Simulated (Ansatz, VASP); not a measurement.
## BaTiO3: VASP beside Ansatz

Contents of INCAR:

```
SYSTEM = BaTiO3
  ALGO = Normal
  EDIFF = 1E-8
  ENCUT = 520
  GGA = PE
  ISIF = 2
  ISMEAR = -1
  LASPH = .TRUE.
  LCHARG = .FALSE.
  LEFG = .TRUE.
  LREAL = .FALSE.
  LWAVE = .FALSE.
  NBANDS = 28
  NELM = 80
  PREC = Accurate
  SIGMA = 0.05
```

File KPOINTS:

```
k-points
0
G
  8 8 8
  0 0 0
```

Contents of POSCAR:

```
BaTiO3
1.0
    3.9841000000      0.0398410000      0.0398410000
    0.0568285000      2.8655080000      2.8741705000
    0.0000875000     -2.8085920000      2.8174295000
Ba Ti O
1 1 3
Direct
    0.0000000000      0.0000000000      0.0000000000
    0.5000000000      0.5079000000      0.5079000000
    0.0000000000      0.4921000000      0.4921000000
    0.5000000000      0.5025100000      0.9937100000
    0.5000000000      0.9937100000      0.5025100000
```

Input for Ansatz:

```yaml
crystal:
  lattice:
    - [3.9841, 0.039841, 0.039841]
    - [0.0568285, 2.865508, 2.8741705]
    - [8.75e-05, -2.808592, 2.8174295]
  atoms:
    - { symbol: Ba, position: [0.0, 0.0, 0.0] }
    - { symbol: Ti, position: [0.5, 0.5079, 0.5079] }
    - { symbol: O, position: [0.0, 0.4921, 0.4921] }
    - { symbol: O, position: [0.5, 0.50251, 0.99371] }
    - { symbol: O, position: [0.5, 0.99371, 0.50251] }
kpoints:
  mp_grid: { grid: [8, 8, 8] }
scf:
  occupations: { method: fermi_dirac, width: 0.05 }
hamiltonian:
  xc: pbe
  pseudopotentials: { kind: all_electron, datasets: crystal }
output:
  forces: true
  stress: true
  eigenvalues: true
  efg: { contact_densities: true }
```

Change from the starting cell: equal xy, yz and zx shear strains of +2 %, crystal datasets.

Alike in both runs: task electric field gradients; functional PBE; k mesh 8 × 8 × 8; occupations fermi-dirac, width 0.05 eV; no spin polarisation.

|  | VASP | Ansatz |
| --- | --- | --- |
| version | VASP 6.6.1 | Ansatz 0.2.0 |
| potentials or method | VASP PAW PBE potentials, release 64 (Ba_sv, Ti_sv, O), cutoff 520 eV | all-electron PAW with datasets made for the crystal, scalar-relativistic |

```csv
,VASP,Ansatz,Ansatz less VASP
pressure (GPa),3.9,2.1,-1.77
"traceless stress, the component that is largest in VASP (GPa)",-2.46,-2.39,+0.069
rms of the force components (eV/Å),0.091,0.096,+0.0045
size of Vzz on the site where it differs most (V/Å²),18.1,16.6,-1.45
```

Atom by atom the forces differ by 0.009 eV/Å (rms over components). Ansatz ran all-electron here, and VASP with PAW potentials.

Spin-orbit coupling is off throughout.
